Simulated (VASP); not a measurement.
# TiIn2Au (Cmcm) in VASP: notebook

Aim: see how the results for TiIn2Au move with the level of theory and the settings. Levels: PBE, PBEsol. Tasks: single point.

Everything below comes from runs of VASP 6.6.1. Logs are shortened: lines on timing, memory, paths and dates and some standing lists are left out, and cuts for length are marked.

### 1 The cell of the first run

The structure is orthorhombic, space group Cmcm (No. 63). The conventional cell has a = 4.391 Å, b = 10.370 Å, c = 7.068 Å, α = 90.00°, β = 90.00°, γ = 90.00°. Within 3.5 Å of In (site symmetry m) lie 3 Au at 2.66 to 2.71 Å and 4 In at 2.79 to 3.31 Å and 5 Ti at 3.13 to 3.41 Å. Au (site symmetry m2m) has 6 In at 2.66 to 2.71 Å and 3 Ti at 2.97 to 3.12 Å within 3.5 Å. Ti (site symmetry m2m) has 5 Au at 2.97 to 3.80 Å and 10 In at 3.13 to 3.41 Å and 2 Ti at 3.87 Å within 3.9 Å.

### 2 Single point, PBE

Input file INCAR:

```
SYSTEM = TiIn2Au
PREC     = Accurate       ! precision mode
ENCUT    = 520            ! plane-wave cutoff, eV
EDIFF    = 1E-6           ! SCF threshold, eV
ISMEAR   = -1             ! smearing method
SIGMA    = 0.1            ! smearing width, eV
LREAL    = .FALSE.        ! projectors in reciprocal space
LASPH    = .TRUE.         ! aspherical terms in the spheres
NELM     = 80             ! most SCF steps
ALGO     = Normal         ! electronic algorithm
ISIF     = 2              ! what is computed and relaxed
LWAVE    = .FALSE.        ! write WAVECAR
LCHARG   = .FALSE.        ! write CHGCAR
GGA      = PE             ! functional
NBANDS   = 59             ! bands
```

Input file KPOINTS:

```
regular mesh
0
G
  5 5 3
  0 0 0
```

Input file POSCAR:

```
TiIn2Au
1.0
    4.3909500000      0.0000000000      0.0000000000
    2.1954750000     -5.1849990000      0.0000000000
    0.0000000000      0.0000000000     -7.0681070000
In Au Ti
4 2 2
Direct
    0.3636400000      0.2727200000      0.9476300000
    0.6363600000      0.7272800000      0.4476300000
    0.6363600000      0.7272800000      0.0523700000
    0.3636400000      0.2727200000      0.5523700000
    0.7894600000      0.4210800000      0.7500000000
    0.2105400000      0.5789200000      0.2500000000
    0.0759300000      0.8481400000      0.7500000000
    0.9240700000      0.1518600000      0.2500000000
```

Potentials or basis: VASP PAW PBE potentials, release 64 (In_d, Au, Ti_sv).

The run is started by

```bash
$ cat potpaw_PBE.64/In_d/POTCAR potpaw_PBE.64/Au/POTCAR potpaw_PBE.64/Ti_sv/POTCAR > POTCAR
$ mpirun -np 1 vasp_std > vasp.out
```

OUTCAR:

```text
SYSTEM = TiIn2Au
   PREC = Accurate
   ENCUT = 520
   EDIFF = 1E-6
   ISMEAR = -1
   LREAL = .FALSE.
   LASPH = .TRUE.
   NELM = 80
   ISIF = 2
   GGA = PE

 ion  position               nearest neighbor table
   1  0.364  0.273  0.948-   6 2.66   5 2.71   5 2.71   4 2.79   3 2.92   8 3.13   8 3.13   7 3.29
                             3 3.31   3 3.31   7 3.41   7 3.41
   2  0.636  0.727  0.448-   5 2.66   6 2.71   6 2.71   3 2.79   4 2.92   7 3.13   7 3.13   8 3.29
                             4 3.31   4 3.31   8 3.41   8 3.41
   3  0.636  0.727  0.052-   5 2.66   6 2.71   6 2.71   2 2.79   1 2.92   7 3.13   7 3.13   8 3.29
                             1 3.31   1 3.31   8 3.41   8 3.41
   4  0.364  0.273  0.552-   6 2.66   5 2.71   5 2.71   1 2.79   2 2.92   8 3.13   8 3.13   7 3.29
                             2 3.31   2 3.31   7 3.41   7 3.41
   5  0.789  0.421  0.750-   2 2.66   3 2.66   1 2.71   4 2.71   1 2.71   4 2.71   7 2.97   7 3.12
                             7 3.12
   6  0.211  0.579  0.250-   1 2.66   4 2.66   2 2.71   3 2.71   3 2.71   2 2.71   8 2.97   8 3.12
                             8 3.12
   7  0.076  0.848  0.750-   5 2.97   5 3.12   5 3.12   3 3.13   2 3.13   3 3.13   2 3.13   1 3.29
                             4 3.29   4 3.41   1 3.41   1 3.41   4 3.41
   8  0.924  0.152  0.250-   6 2.97   6 3.12   6 3.12   4 3.13   1 3.13   4 3.13   1 3.13   3 3.29
                             2 3.29   2 3.41   3 3.41   3 3.41   2 3.41

  LATTYP: Found a base centered orthorhombic cell.
 ALAT       =     4.3909500000
 B/A-ratio  =     2.3616752639
 C/A-ratio  =     1.6096988123

  Lattice vectors:

 A1 = (   2.1954750000,   5.1849990000,   0.0000000000)
 A2 = (   2.1954750000,  -5.1849990000,   0.0000000000)
 A3 = (   0.0000000000,   0.0000000000,  -7.0681070000)

Analysis of symmetry for initial positions (statically):
=====================================================================
 Subroutine PRICEL returns:
 Original cell was already a primitive cell.

 Routine SETGRP: Setting up the symmetry group for a
 base centered orthorhombic supercell.

 Subroutine GETGRP returns: Found  8 space group operations
 (whereof  4 operations were pure point group operations)
 out of a pool of  8 trial point group operations.

The static configuration has the point symmetry C_2h.
 The point group associated with its full space group is D_2h.

Analysis of symmetry for dynamics (positions and initial velocities):
=====================================================================
 Subroutine PRICEL returns:
 Original cell was already a primitive cell.

 Routine SETGRP: Setting up the symmetry group for a
 base centered orthorhombic supercell.

 Subroutine GETGRP returns: Found  8 space group operations
 (whereof  4 operations were pure point group operations)
 out of a pool of  8 trial point group operations.

The dynamic configuration has the point symmetry C_2h.
 The point group associated with its full space group is D_2h.

 Subroutine INISYM returns: Found  8 space group operations
 (whereof  4 operations are pure point group operations),
 and found     1 'primitive' translations

----------------------------------------------------------------------------------------

                                     Primitive cell

  volume of cell :     160.9201

  direct lattice vectors                    reciprocal lattice vectors
     4.390950000  0.000000000  0.000000000     0.227741149  0.096432034  0.000000000
     2.195475000 -5.184999000  0.000000000     0.000000000 -0.192864068  0.000000000
     0.000000000  0.000000000 -7.068107000     0.000000000  0.000000000 -0.141480597

  length of vectors
     4.390950000  5.630659385  7.068107000     0.247315928  0.192864068  0.141480597

  position of ions in fractional coordinates (direct lattice)
     0.363640000  0.272720000  0.947630000
     0.636360000  0.727280000  0.447630000
     0.636360000  0.727280000  0.052370000
     0.363640000  0.272720000  0.552370000
     0.789460000  0.421080000  0.750000000
     0.210540000  0.578920000  0.250000000
     0.075930000  0.848140000  0.750000000
     0.924070000  0.151860000  0.250000000

  ion indices of the primitive-cell ions
   primitive index   ion index
                 1           1
                 2           2
                 3           3
                 4           4
                 5           5
                 6           6
                 7           7
                 8           8

----------------------------------------------------------------------------------------

 KPOINTS: regular mesh

Automatic generation of k-mesh.
 Grid dimensions read from file:
 generate k-points for:    5    5    3

 Generating k-lattice:

  Cartesian coordinates                     Fractional coordinates (reciprocal lattice)
     0.045548230  0.019286407  0.000000000     0.200000000 -0.000000000  0.000000000
     0.000000000 -0.038572814  0.000000000     0.000000000  0.200000000  0.000000000
     0.000000000  0.000000000 -0.047160199     0.000000000  0.000000000  0.333333333

  Length of vectors
     0.049463186  0.038572814  0.047160199

  Shift w.r.t. Gamma in fractional coordinates (k-lattice)
     0.000000000  0.000000000  0.000000000

 Subroutine IBZKPT returns following result:
 ===========================================

 Found     18 irreducible k-points:

 Following reciprocal coordinates:
            Coordinates               Weight
  0.000000  0.000000  0.000000      1.000000
  0.200000 -0.000000  0.000000      4.000000
  0.400000 -0.000000  0.000000      4.000000
  0.000000  0.200000  0.000000      2.000000
  0.400000  0.200000  0.000000      2.000000
 -0.400000  0.200000  0.000000      4.000000
[... 10 lines left out ...]
  0.000000  0.400000  0.333333      4.000000
 -0.200000  0.400000  0.333333      4.000000
   k-points           NKPTS =     18   k-points in BZ     NKDIM =     18   number of bands    NBANDS=     59
   number of dos      NEDOS =    301   number of ions     NIONS =      8
   total plane-waves  NPLWV =  81648
   dimension x,y,z NGX =    36 NGY =   42 NGZ =   54
   dimension x,y,z NGXF=    72 NGYF=   84 NGZF=  108
   ions per type =               4   2   2
   NGX,Y,Z   is equivalent  to a cutoff of  13.63, 12.40, 12.70 a.u.
   NGXF,Y,Z  is equivalent  to a cutoff of  27.26, 24.80, 25.40 a.u.
 SYSTEM =  TiIn2Au
   PREC   = accura    normal or accurate (medium, high low for compatibility)
   ISTART =      0    job   : 0-new  1-cont  2-samecut
   ICHARG =      2    charge: 1-file 2-atom 10-const
   ISPIN  =      1    spin polarized calculation?
   LNONCOLLINEAR =      F non collinear calculations
   LSORBIT =      F    spin-orbit coupling
   LASPH  =      T    aspherical Exc in radial PAW
   ENCUT  =  520.0 eV  38.22 Ry    6.18 a.u.   8.16 10.47 13.14*2*pi/ulx,y,z
   NELM   =     80;   NELMIN=  2; NELMDL= -5     # of ELM steps
   EDIFF  = 0.1E-05   stopping-criterion for ELM
   LREAL  =      F    real-space projection
   EDIFFG = 0.1E-04   stopping-criterion for IOM
   NSW    =      0    number of steps for IOM
   IBRION =     -1    ionic relax: 0-MD 1-quasi-New 2-CG
   NFREE  =      0    steps in history (QN), initial steepest desc. (CG)
   ISIF   =      2    stress and relaxation
   ISYM   =      2    0-nonsym 1-usesym 2-fastsym
   POTIM  = 0.5000    time-step for ionic-motion
   TEBEG  =    0.0;   TEEND  =   0.0 temperature during run
   PSTRESS=    0.0 pullay stress
   NELECT =      98.0000    total number of electrons
   NUPDOWN=      -1.0000    fix difference up-down
   EMIN   =  10.00;   EMAX   =-10.00  energy-range for DOS
   EFERMI =   0.00;   METHOD = LEGACY
   ISMEAR =    -1;   SIGMA  =   0.10  broadening in eV -4-tet -1-fermi 0-gaus
   EFERMI_NEDOS =   21; number of points for ismear=-14 and -15
   IALGO  =     38    algorithm
   IMIX   =      4    mixing-type and parameters
     AMIX     =   0.40;   BMIX     =  1.00
     AMIX_MAG =   1.60;   BMIX_MAG =  1.00
  volume/ion in A,a.u.               =      20.12       135.74
  Fermi-wavevector in a.u.,A,eV,Ry     =   1.387650  2.622279 26.199023  1.925574
  Thomas-Fermi vector in A             =   2.511851
   LORBIT       =      0    0 simple, 1 ext, 2 COOP (PROOUT), +10 PAW based schemes
   GGA     = PE    functional components
[... 5 lines left out ...]
 non-spin polarized calculation
  energy-cutoff  :      520.00
  volume of cell :      160.92
 maximum number of plane-waves:      4362
 NGX is ok and might be reduce to    36
   NGX = 17   NGY = 21   NGZ = 27

 number of electron      98.0000006 magnetization

 Free energy of the ion-electron system (eV)
  ---------------------------------------------------
  ext. energy  EPLUGINS =         0.00000000
  ---------------------------------------------------
  free energy    TOTEN  =       -31.89873667 eV

  energy without entropy =      -31.59439684  energy(sigma->0) =      -31.74656676

 E-fermi :   9.4138     XC(G=0): -11.3691

 val. band max:        9.4028856035   @ k =   0.0000   0.0000   0.0000
 cond. band min:       9.4172361875   @ k =   0.0000   0.2000   0.3333
 fundamental gap:      0.0143505839
 Fermi energy:         9.4137920881

 k-point     1 :       0.0000    0.0000    0.0000
  band No.  band energies     occupation
      1     -48.1936      2.00000
      2     -48.1928      2.00000
      3     -24.4856      2.00000
      4     -24.4841      2.00000
      5     -24.4628      2.00000
      6     -24.4613      2.00000
[... 51 lines left out ...]
     58      11.7447      0.00000
     59      11.9017      0.00000

 k-point     2 :       0.2000   -0.0000    0.0000
  band No.  band energies     occupation
      1     -48.1936      2.00000
      2     -48.1928      2.00000
      3     -24.4856      2.00000
      4     -24.4841      2.00000
      5     -24.4641      2.00000
      6     -24.4626      2.00000
[... 981 lines left out ...]
     58      11.7311      0.00000
     59      12.0552      0.00000

 k-point    18 :      -0.2000    0.4000    0.3333
  band No.  band energies     occupation
      1     -48.1934      2.00000
      2     -48.1929      2.00000
      3     -24.4859      2.00000
      4     -24.4853      2.00000
      5     -24.4637      2.00000
      6     -24.4629      2.00000
[... 51 lines left out ...]
     58      12.2404      0.00000
     59      12.3839      0.00000

------------------------ aborting loop because EDIFF is reached ----------------------------------------

  FORCE on cell =-STRESS in cart. coord.  units (eV):
  Direction    XX          YY          ZZ          XY          YZ          ZX
  --------------------------------------------------------------------------------------
  -------------------------------------------------------------------------------------
  Total        4.5606776      3.4776380     10.7088047      0.0000000      0.0000000      0.0000000
  in kB       45.4077172     34.6245925    106.6206426      0.0000000      0.0000000      0.0000000
  external PRESSURE =      62.2176508 kB  Pullay stress =       0.0000000 kB

 VOLUME and BASIS-vectors are now :
 -----------------------------------------------------------------------------
  energy-cutoff  :      520.00
  volume of cell :      160.92
      direct lattice vectors                 reciprocal lattice vectors
     4.390950000  0.000000000  0.000000000     0.227741149  0.096432034  0.000000000
     2.195475000 -5.184999000  0.000000000     0.000000000 -0.192864068  0.000000000
     0.000000000  0.000000000 -7.068107000     0.000000000  0.000000000 -0.141480597

 POSITION                                       TOTAL-FORCE (eV/Angst)
 -----------------------------------------------------------------------------------
      2.19547     -1.41405     -6.69795         0.000000      1.328267     -0.882271
      4.39095     -3.77095     -3.16390         0.000000     -1.328267     -0.882271
      4.39095     -3.77095     -0.37016         0.000000     -1.328267      0.882271
      2.19547     -1.41405     -3.90421         0.000000      1.328267      0.882271
      4.39095     -2.18330     -5.30108         0.000000      0.214829      0.000000
      2.19548     -3.00170     -1.76703         0.000000     -0.214829     -0.000000
      2.19548     -4.39761     -5.30108        -0.000000     -0.235338     -0.000000
      4.39095     -0.78739     -1.76703         0.000000      0.235338      0.000000
 -----------------------------------------------------------------------------------
    total drift:                                0.000000      0.000000     -0.000000

  FREE ENERGIE OF THE ION-ELECTRON SYSTEM (eV)
  ---------------------------------------------------
  free  energy   TOTEN  =       -31.8987366736 eV

  energy  without entropy=      -31.5943968418  energy(sigma->0) =      -31.74656676
```

Wall time 4.9 min (1 thread of Intel Xeon 8259CL, shared host); peak memory 0.36 GiB.

Results:

| Quantity | Value |
| --- | --- |
| Free energy | -31.8987 eV |
| Pressure | 6.2 GPa |
| Largest force | 1.595 eV/Å |
| Band gap on the k mesh | zero (bands 49 and 50 overlap by 0.52 eV) |

Forces on the atoms (eV/Å):
```
In   0.000  1.328 -0.882
In   0.000 -1.328 -0.882
In   0.000 -1.328  0.882
In   0.000  1.328  0.882
Au   0.000  0.215  0.000
Au   0.000 -0.215  0.000
Ti   0.000 -0.235  0.000
Ti   0.000  0.235  0.000
```

Stress tensor (GPa, compression positive):
```
 4.54  0.00  0.00
 0.00  3.46  0.00
 0.00  0.00 10.66
```

Levels at points of the mesh, in eV from the Fermi level:
| k point | band 47 | band 48 | band 49 | band 50 | band 51 | band 52 |
| --- | --- | --- | --- | --- | --- | --- |
| (0.00, 0.00, 0.00) | -0.45 | -0.44 | -0.01 | 0.03 | 0.06 | 0.41 |

Caveat: the cell stands under pressure; spin-orbit coupling is left out, which moves the levels of the heavy elements; forces of over 1 eV/Å act on the atoms, so gaps and moduli don't describe the material at rest.

### 3 Single point, PBEsol

Input file INCAR:

```
PREC     = Accurate       # precision mode
ENCUT    = 520            # plane-wave cutoff, eV
EDIFF    = 1E-6           # SCF threshold, eV
ISMEAR   = -1             # smearing method
SIGMA    = 0.1            # smearing width, eV
LREAL    = False          # projectors in reciprocal space
LASPH    = True           # aspherical terms in the spheres
NELM     = 80             # most SCF steps
ALGO     = Normal         # electronic algorithm
ISIF     = 2              # what is computed and relaxed
LWAVE    = False          # write WAVECAR
LCHARG   = True           # write CHGCAR
GGA      = PS             # functional
LELF     = True           # ELF
LVHAR    = True         
NBANDS   = 59             # bands
```

Input file KPOINTS:

```
Automatic mesh
0
Gamma
  5 5 3
```

POSCAR is that of step 2.

Potentials or basis: VASP PAW PBE potentials, release 64 (In_d, Au, Ti_sv).

The run is started by

```bash
$ cat potpaw_PBE.64/In_d/POTCAR potpaw_PBE.64/Au/POTCAR potpaw_PBE.64/Ti_sv/POTCAR > POTCAR
$ mpirun -np 1 vasp_std > vasp.out
```

Wall time 4.2 min (1 thread of Intel Xeon 8259CL, shared host); peak memory 0.36 GiB.

It converged, with:

| Quantity | Value |
| --- | --- |
| Free energy | -36.5465 eV |
| Pressure | 1.2 GPa |
| Largest force | 1.439 eV/Å |
| Band gap on the k mesh | zero (bands 49 and 50 overlap by 0.52 eV) |

Forces in eV/Å, atoms in the order of the input:
```
In   0.000  1.185 -0.816
In   0.000 -1.185 -0.816
In   0.000 -1.185  0.816
In   0.000  1.185  0.816
Au   0.000  0.185  0.000
Au   0.000 -0.185  0.000
Ti   0.000 -0.203  0.000
Ti   0.000  0.203  0.000
```

Stress tensor (GPa, compression positive):
```
-0.62  0.00  0.00
 0.00 -1.17  0.00
 0.00  0.00  5.44
```

Levels at points of the mesh, in eV from the Fermi level:
```tsv
k point	band 46	band 47	band 48	band 49	band 50	band 51	band 52	band 53
(0.00, 0.00, 0.00)	-1.25	-0.46	-0.43	-0.02	0.02	0.06	0.43	0.85
```

Caveat: the PAW data sets were made with another functional, which shifts forces and pressure a little; spin-orbit coupling is left out, which moves the levels of the heavy elements.
